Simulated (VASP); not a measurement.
# BaO (Fm-3m) in VASP: further runs

The runs below take BaO through single point, with LDA.

Program: VASP 6.6.1. These are calculated values, not measurements. Logs are shortened: lines on timing, memory, paths and dates and some standing lists are left out, and cuts for length are marked.

**1. The cell of the first run**

The structure is cubic, space group Fm-3m (No. 225). The conventional cell has a = 5.500 Å, b = 5.500 Å, c = 5.500 Å, α = 90.00°, β = 90.00°, γ = 90.00°. Within 3.6 Å of Ba (site symmetry m-3m) lie 6 O at 2.75 Å. Within 3.6 Å of O (site symmetry m-3m) lie 6 Ba at 2.75 Å.

**2. Single point, LDA**

Contents of INCAR:

```
SYSTEM = BaO
PREC = Accurate
ENCUT = 520
EDIFF = 1E-6
ISMEAR = -1
SIGMA = 0.02
LREAL = .False.
LASPH = .True.
NELM = 120
ALGO = Normal
ISIF = 2
LWAVE = .False.
LCHARG = .True.
LELF = .True.
LVHAR = .True.
NBANDS = 15
GGA_COMPAT = .False.
```

Contents of KPOINTS:

```
regular mesh
0
Gamma
  7 7 7
  0 0 0
```

Contents of POSCAR:

```
BaO
1.0
    0.0000000000      2.7500000000      2.7500000000
    2.7500000000      0.0000000000      2.7500000000
    2.7500000000      2.7500000000      0.0000000000
Ba O
1 1
Direct
    0.0000000000      0.0000000000      0.0000000000
    0.5000000000      0.5000000000      0.5000000000
```

Potentials or basis: VASP PAW LDA potentials, release 64 (Ba_sv, O).

Run with:

```bash
> cat potpaw_LDA.64/Ba_sv/POTCAR potpaw_LDA.64/O/POTCAR > POTCAR
> mpirun -np 1 vasp_std > vasp.out
```

OUTCAR:

```text
SYSTEM = BaO
   PREC = Accurate
   ENCUT = 520
   EDIFF = 1E-6
   ISMEAR = -1
   LREAL = .False.
   LASPH = .True.
   NELM = 120
   ISIF = 2

 ion  position               nearest neighbor table
   1  0.000  0.000  0.000-   2 2.75   2 2.75   2 2.75   2 2.75   2 2.75   2 2.75
   2  0.500  0.500  0.500-   1 2.75   1 2.75   1 2.75   1 2.75   1 2.75   1 2.75

  LATTYP: Found a face centered cubic cell.
 ALAT       =     5.5000000000

  Lattice vectors:

 A1 = (   0.0000000000,   2.7500000000,   2.7500000000)
 A2 = (   2.7500000000,   0.0000000000,   2.7500000000)
 A3 = (   2.7500000000,   2.7500000000,   0.0000000000)

Analysis of symmetry for initial positions (statically):
=====================================================================
 Subroutine PRICEL returns:
 Original cell was already a primitive cell.

 Routine SETGRP: Setting up the symmetry group for a
 face centered cubic supercell.

 Subroutine GETGRP returns: Found 48 space group operations
 (whereof 48 operations were pure point group operations)
 out of a pool of 48 trial point group operations.

The static configuration has the point symmetry O_h .

Analysis of symmetry for dynamics (positions and initial velocities):
=====================================================================
 Subroutine PRICEL returns:
 Original cell was already a primitive cell.

 Routine SETGRP: Setting up the symmetry group for a
 face centered cubic supercell.

 Subroutine GETGRP returns: Found 48 space group operations
 (whereof 48 operations were pure point group operations)
 out of a pool of 48 trial point group operations.

The dynamic configuration has the point symmetry O_h .

 Subroutine INISYM returns: Found 48 space group operations
 (whereof 48 operations are pure point group operations),
 and found     1 'primitive' translations

----------------------------------------------------------------------------------------

                                     Primitive cell

  volume of cell :      41.5938

  direct lattice vectors                    reciprocal lattice vectors
     0.000000000  2.750000000  2.750000000    -0.181818182  0.181818182  0.181818182
     2.750000000  0.000000000  2.750000000     0.181818182 -0.181818182  0.181818182
     2.750000000  2.750000000  0.000000000     0.181818182  0.181818182 -0.181818182

  length of vectors
     3.889087297  3.889087297  3.889087297     0.314918329  0.314918329  0.314918329

  position of ions in fractional coordinates (direct lattice)
     0.000000000  0.000000000  0.000000000
     0.500000000  0.500000000  0.500000000

  ion indices of the primitive-cell ions
   primitive index   ion index
                 1           1
                 2           2

----------------------------------------------------------------------------------------

 KPOINTS: regular mesh

Automatic generation of k-mesh.
 Grid dimensions read from file:
 generate k-points for:    7    7    7

 Generating k-lattice:

  Cartesian coordinates                     Fractional coordinates (reciprocal lattice)
    -0.025974026  0.025974026  0.025974026     0.142857143  0.000000000  0.000000000
     0.025974026 -0.025974026  0.025974026     0.000000000  0.142857143  0.000000000
     0.025974026  0.025974026 -0.025974026     0.000000000  0.000000000  0.142857143

  Length of vectors
     0.044988333  0.044988333  0.044988333

  Shift w.r.t. Gamma in fractional coordinates (k-lattice)
     0.000000000  0.000000000  0.000000000

 Subroutine IBZKPT returns following result:
 ===========================================

 Found     20 irreducible k-points:

 Following reciprocal coordinates:
            Coordinates               Weight
  0.000000  0.000000  0.000000      1.000000
  0.142857  0.000000  0.000000      8.000000
  0.285714  0.000000  0.000000      8.000000
  0.428571  0.000000  0.000000      8.000000
  0.142857  0.142857  0.000000      6.000000
  0.285714  0.142857  0.000000     24.000000
[... 12 lines left out ...]
 -0.428571  0.428571  0.142857     24.000000
 -0.285714  0.428571  0.142857     24.000000
   k-points           NKPTS =     20   k-points in BZ     NKDIM =     20   number of bands    NBANDS=     15
   number of dos      NEDOS =    301   number of ions     NIONS =      2
   total plane-waves  NPLWV =  27000
   dimension x,y,z NGX =    30 NGY =   30 NGZ =   30
   dimension x,y,z NGXF=    60 NGYF=   60 NGZF=   60
   ions per type =               1   1
   NGX,Y,Z   is equivalent  to a cutoff of  12.82, 12.82, 12.82 a.u.
   NGXF,Y,Z  is equivalent  to a cutoff of  25.65, 25.65, 25.65 a.u.
 SYSTEM =  BaO
   PREC   = accura    normal or accurate (medium, high low for compatibility)
   ISTART =      0    job   : 0-new  1-cont  2-samecut
   ICHARG =      2    charge: 1-file 2-atom 10-const
   ISPIN  =      1    spin polarized calculation?
   LNONCOLLINEAR =      F non collinear calculations
   LSORBIT =      F    spin-orbit coupling
   LASPH  =      T    aspherical Exc in radial PAW
   ENCUT  =  520.0 eV  38.22 Ry    6.18 a.u.   7.23  7.23  7.23*2*pi/ulx,y,z
   NELM   =    120;   NELMIN=  2; NELMDL= -5     # of ELM steps
   EDIFF  = 0.1E-05   stopping-criterion for ELM
   LREAL  =      F    real-space projection
   EDIFFG = 0.1E-04   stopping-criterion for IOM
   NSW    =      0    number of steps for IOM
   IBRION =     -1    ionic relax: 0-MD 1-quasi-New 2-CG
   NFREE  =      0    steps in history (QN), initial steepest desc. (CG)
   ISIF   =      2    stress and relaxation
   ISYM   =      2    0-nonsym 1-usesym 2-fastsym
   POTIM  = 0.5000    time-step for ionic-motion
   TEBEG  =    0.0;   TEEND  =   0.0 temperature during run
   PSTRESS=    0.0 pullay stress
   NELECT =      16.0000    total number of electrons
   NUPDOWN=      -1.0000    fix difference up-down
   EMIN   =  10.00;   EMAX   =-10.00  energy-range for DOS
   EFERMI =   0.00;   METHOD = LEGACY
   ISMEAR =    -1;   SIGMA  =   0.02  broadening in eV -4-tet -1-fermi 0-gaus
   EFERMI_NEDOS =   21; number of points for ismear=-14 and -15
   IALGO  =     38    algorithm
   IMIX   =      4    mixing-type and parameters
     AMIX     =   0.40;   BMIX     =  1.00
     AMIX_MAG =   1.60;   BMIX_MAG =  1.00
  volume/ion in A,a.u.               =      20.80       140.34
  Fermi-wavevector in a.u.,A,eV,Ry     =   1.190617  2.249940 19.287200  1.417569
  Thomas-Fermi vector in A             =   2.326698
   LORBIT       =      0    0 simple, 1 ext, 2 COOP (PROOUT), +10 PAW based schemes
   GGA     = CA    functional components
   LHFCALC =     F    Hartree Fock is set to
   AEXX    =    0.0000 exact exchange contribution
   IVDW    =     0    specifies the selected vdW correction
   LEPSILON=     F    determine dielectric tensor
   LRPA    =     F    only Hartree local field effects (RPA)
 non-spin polarized calculation
  energy-cutoff  :      520.00
  volume of cell :       41.59
 maximum number of plane-waves:      1139
 NGX is ok and might be reduce to    30
   NGX = 15   NGY = 15   NGZ = 15

 number of electron      15.9999996 magnetization

 Free energy of the ion-electron system (eV)
  ---------------------------------------------------
  ext. energy  EPLUGINS =         0.00000000
  ---------------------------------------------------
  free energy    TOTEN  =       -13.10967005 eV

  energy without entropy =      -13.10967005  energy(sigma->0) =      -13.10967005

 E-fermi :   2.1659     XC(G=0): -10.1658

 val. band max:        1.6331296567   @ k =  -0.4286   0.4286   0.0000
 cond. band min:       3.5222996443   @ k =   0.4286   0.4286   0.0000
 fundamental gap:      1.8891699876
 Fermi energy:         2.1658539374

 k-point     1 :       0.0000    0.0000    0.0000
  band No.  band energies     occupation
      1     -24.0679      2.00000
      2     -13.0702      2.00000
      3      -8.5370      2.00000
      4      -8.5370      2.00000
      5      -8.5370      2.00000
      6       1.2675      2.00000
      7       1.2676      2.00000
      8       1.2676      2.00000
      9       5.1007      0.00000
     10       6.2734      0.00000
     11       6.2734      0.00000
     12       6.2734      0.00000
     13       8.6423      0.00000
     14       8.6423      0.00000
     15      11.3770      0.00000

 k-point     2 :       0.1429    0.0000    0.0000
  band No.  band energies     occupation
      1     -24.0156      2.00000
      2     -13.2296      2.00000
      3      -8.5775      2.00000
      4      -8.5623      2.00000
      5      -8.5623      2.00000
      6       0.8188      2.00000
      7       0.9980      2.00000
      8       0.9980      2.00000
      9       5.8921      0.00000
     10       6.1669      0.00000
     11       6.6645      0.00000
     12       6.6645      0.00000
     13       9.1793      0.00000
     14       9.1793      0.00000
     15      12.6596      0.00000

 k-point     3 :       0.2857    0.0000    0.0000
  band No.  band energies     occupation
      1     -23.8941      2.00000
      2     -13.5871      2.00000
      3      -8.6602      2.00000
      4      -8.6173      2.00000
      5      -8.6173      2.00000
      6       0.0689      2.00000
      7       0.4777      2.00000
      8       0.4778      2.00000
      9       6.0894      0.00000
     10       7.6838      0.00000
     11       7.6838      0.00000
     12       7.8853      0.00000
     13      10.4476      0.00000
     14      10.4476      0.00000
     15      15.1035      0.00000
[... 271 lines left out ...]
 k-point    19 :      -0.4286    0.4286    0.1429
  band No.  band energies     occupation
      1     -23.7109      2.00000
      2     -13.4613      2.00000
      3      -9.8407      2.00000
      4      -9.3598      2.00000
      5      -8.8077      2.00000
      6       0.6506      2.00000
      7       1.3378      2.00000
      8       1.3885      2.00000
      9       4.5355      0.00000
     10       8.1447      0.00000
     11       8.5802      0.00000
     12      11.1221      0.00000
     13      11.1652      0.00000
     14      13.3995      0.00000
     15      14.2199      0.00000

 k-point    20 :      -0.2857    0.4286    0.1429
  band No.  band energies     occupation
      1     -23.7006      2.00000
      2     -13.5372      2.00000
      3      -9.7830      2.00000
      4      -9.4622      2.00000
      5      -8.6428      2.00000
      6       0.2508      2.00000
      7       1.1784      2.00000
      8       1.4712      2.00000
      9       5.7269      0.00000
     10       6.8778      0.00000
     11       8.7853      0.00000
     12      10.9963      0.00000
     13      11.5492      0.00000
     14      13.2827      0.00000
     15      15.1932      0.00000

------------------------ aborting loop because EDIFF is reached ----------------------------------------

  FORCE on cell =-STRESS in cart. coord.  units (eV):
  Direction    XX          YY          ZZ          XY          YZ          ZX
  --------------------------------------------------------------------------------------
  -------------------------------------------------------------------------------------
  Total       -0.2309914     -0.2309914     -0.2309914     -0.0000000      0.0000000     -0.0000000
  in kB       -8.8977103     -8.8977103     -8.8977103     -0.0000000      0.0000000     -0.0000000
  external PRESSURE =      -8.8977103 kB  Pullay stress =       0.0000000 kB

 VOLUME and BASIS-vectors are now :
 -----------------------------------------------------------------------------
  energy-cutoff  :      520.00
  volume of cell :       41.59
      direct lattice vectors                 reciprocal lattice vectors
     0.000000000  2.750000000  2.750000000    -0.181818182  0.181818182  0.181818182
     2.750000000  0.000000000  2.750000000     0.181818182 -0.181818182  0.181818182
     2.750000000  2.750000000  0.000000000     0.181818182  0.181818182 -0.181818182

 POSITION                                       TOTAL-FORCE (eV/Angst)
 -----------------------------------------------------------------------------------
      0.00000      0.00000      0.00000        -0.000000      0.000000     -0.000000
      2.75000      2.75000      2.75000         0.000000     -0.000000      0.000000
 -----------------------------------------------------------------------------------
    total drift:                                0.000000      0.000000      0.000000

  FREE ENERGIE OF THE ION-ELECTRON SYSTEM (eV)
  ---------------------------------------------------
  free  energy   TOTEN  =       -13.1096700480 eV

  energy  without entropy=      -13.1096700480  energy(sigma->0) =      -13.10967005
```

Wall time 23 s (1 thread of Intel Xeon 8259CL, shared host); peak memory 0.15 GiB.

Results:

```yaml
Free_energy: -13.1097 eV
Pressure: -0.9 GPa
Band_gap_on_the_k_mesh: 1.89 eV, indirect (least direct gap 2.06 eV)
```

Levels at points of the mesh, in eV from the valence-band top:
```tsv
k point	band 6	band 7	band 8	band 9	band 10	band 11
(0.00, 0.00, 0.00)	-0.37	-0.37	-0.37	3.47	4.64	4.64
```

Caveat: spin-orbit coupling is left out, which moves the levels of the heavy elements.

(Continued in part 2 of 2.)
